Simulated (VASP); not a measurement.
Wanted: the native input for a VASP 6.6.1 run.

- Task: relaxation of cell and atoms
- Functional: PBEsol
- Potentials or basis: VASP PAW PBE potentials, release 64 (Te)
- Cutoff: 600 eV
- k mesh: 15 × 15 × 15
- Occupations: gaussian, width 0.1 eV
- Spin: no spin polarisation
- Dipole correction: no
- Further INCAR settings: ALGO = Normal; EDIFF = 1e-06; IBRION = 2; EDIFFG = -0.005; NSW = 100; ISIF = 3

The structure of Te lies in POSCAR:

```
Te
1.0
    2.3059043427      1.3313144930      1.6909537039
   -2.3059043427      1.3313144930      1.6909537039
    0.0000000000     -2.6626289859      1.6909537039
Te
1
Direct
    0.5000000000      0.5000000000      0.5000000000
```

The input as run:

INCAR

```
ALGO     = Normal         # electronic algorithm
EDIFF    = 1E-6           # SCF threshold, eV
EDIFFG   = -0.005         # ionic threshold
ENCUT    = 600            # plane-wave cutoff, eV
GGA      = PS             # functional
IBRION   = 2              # ionic algorithm
ISIF     = 3              # what is computed and relaxed
ISMEAR   = 0              # smearing method
LASPH    = T              # aspherical terms in the spheres
LCHARG   = F              # write CHGCAR
LREAL    = F              # projectors in reciprocal space
LWAVE    = F              # write WAVECAR
NELM     = 80             # most SCF steps
NSW      = 100            # ionic steps
PREC     = Accurate       # precision mode
SIGMA    = 0.1            # smearing width, eV
```

KPOINTS

```
k-points
0
Gamma
  15 15 15
```

Potentials or basis: VASP PAW PBE potentials, release 64 (Te).

Command:

```sh
$ cat potpaw_PBE.64/Te/POTCAR > POTCAR
$ mpirun -np 1 vasp_std > vasp.out
```

Results of the run:

| Item | Value |
| --- | --- |
| Relaxed volume | 31.20 Å³/atom |
| Relaxed cell | a = 3.149 Å, b = 3.149 Å, c = 3.149 Å, α = 88.76°, β = 88.76°, γ = 88.76° |
| Space group after relaxing (to 0.1 Å) | R-3m (No. 166) |
| Energy gained by relaxing | 1.6 meV/atom |
| Ionic steps | 17 |
| Pressure after relaxing | 0.0 GPa |
| Band gap on the k mesh | zero (bands 3 and 4 overlap by 5.65 eV) |

Caveat: the PAW data sets were made with another functional, which shifts forces and pressure a little; spin-orbit coupling is left out, which moves the levels of the heavy elements.

It took 13 min on 1 thread of Intel Xeon 8259CL (shared host), peak memory 0.24 GiB.
